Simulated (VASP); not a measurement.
# AlH8: relaxation of cell and atoms with PBE

AlH8:

```
Al H
1.0
     5.91890    0.00000    0.00000
    -2.95945    5.12592    0.00000
     0.00000    0.00000    5.42567
Al H
1 8
Direct
  0.00000 0.00000 0.50000
  0.84402 0.15598 0.50000
  0.84402 0.68804 0.50000
  0.31196 0.15598 0.50000
  0.00000 0.00000 0.93098
  0.00000 0.00000 0.06902
  0.66667 0.33333 0.00000
  0.33333 0.66667 0.43103
  0.33333 0.66667 0.56897
```

```yaml
Program: VASP 6.6.1
Task: relaxation of cell and atoms
Functional: PBE
Potentials_or_basis: VASP PAW PBE potentials, release 64 (Al, H)
Cutoff: 600 eV
k_mesh: 9 × 9 × 8
Occupations: gaussian, width 0.1 eV
Spin: no spin polarisation
Dipole_correction: no
Further_INCAR_settings: ALGO = Normal; EDIFF = 1e-06; IBRION = 2; EDIFFG = -0.01; NSW = 100; ISIF = 3
```

The relaxed volume is 20.01 Å³/atom. The relaxed cell is a = 6.123 Å, b = 6.123 Å, c = 5.546 Å, α = 90.00°, β = 90.00°, γ = 120.00°. The space group after relaxing (to 0.05 Å) is P-6m2 (No. 187). The energy gained by relaxing is 0.8 meV/atom. The ionic steps are 19 and the pressure after relaxing is 0.0 GPa. The largest force after relaxing is 0.007 eV/Å.

Forces on the atoms (eV/Å):
```
Al   0.000  0.000  0.000
H    0.001 -0.001  0.000
H    0.000  0.001  0.000
H   -0.001 -0.001  0.000
H    0.000  0.000  0.007
H    0.000  0.000 -0.007
H    0.000  0.000  0.000
H    0.000  0.000 -0.002
H    0.000  0.000  0.002
```

Step by step:
```csv
step,energy change (eV),largest force (eV/Å),pressure (GPa),volume (Å³)
1,0.0000,0.0215,0.10,164.61
2,-0.0001,0.0472,0.11,164.88
3,-0.0001,0.0490,0.11,164.89
4,-0.0002,0.0455,0.10,165.01
5,-0.0004,0.0346,0.08,165.36
6,-0.0008,0.0520,0.03,166.08
7,-0.0010,0.0936,-0.06,167.51
8,-0.0011,0.0935,-0.06,167.72
9,-0.0015,0.0937,-0.06,168.35
10,-0.0022,0.0941,-0.07,169.62
11,-0.0034,0.0938,-0.07,172.16
12,-0.0051,0.1031,-0.07,177.33
13,-0.0061,0.1552,-0.05,178.94
14,-0.0061,0.1243,-0.06,178.74
15,-0.0067,0.0356,0.07,180.04
16,-0.0067,0.0488,0.05,179.84
17,-0.0068,0.0686,0.05,179.96
18,-0.0068,0.0187,0.05,179.91
19,-0.0069,0.0070,0.03,180.06
```

Final structure:
```yaml
crystal:
  lattice:
    - [6.12292, 0.00000, 0.00000]
    - [-3.06146, 5.30261, 0.00000]
    - [0.00000, 0.00000, 5.54596]
  atoms:
    - { symbol: Al, position: [0.00000, 0.00000, 0.50000] }
    - { symbol: H, position: [0.84933, 0.15067, 0.50000] }
    - { symbol: H, position: [0.84933, 0.69866, 0.50000] }
    - { symbol: H, position: [0.30134, 0.15067, 0.50000] }
    - { symbol: H, position: [0.00000, 0.00000, 0.93249] }
    - { symbol: H, position: [0.00000, 0.00000, 0.06751] }
    - { symbol: H, position: [0.66667, 0.33333, 0.00000] }
    - { symbol: H, position: [0.33333, 0.66667, 0.43255] }
    - { symbol: H, position: [0.33333, 0.66667, 0.56745] }
```

Levels at points of the mesh, in eV from the Fermi level:
```tsv
k point	band 3	band 4	band 5	band 6	band 7	band 8	band 9	band 10
(0.00, 0.00, 0.00)	-3.40	-1.15	-1.15	-0.05	2.28	6.06	6.08	6.08
(0.00, 0.00, 0.50)	-3.72	-1.11	-1.11	-0.08	4.59	4.59	6.46	6.46
```

It took 13 min on 1 thread of Intel(R) Xeon(R) Platinum 8259CL CPU @ 2.50GHz (Skylake/Cascade Lake) (shared host), peak memory 0.4 GiB.
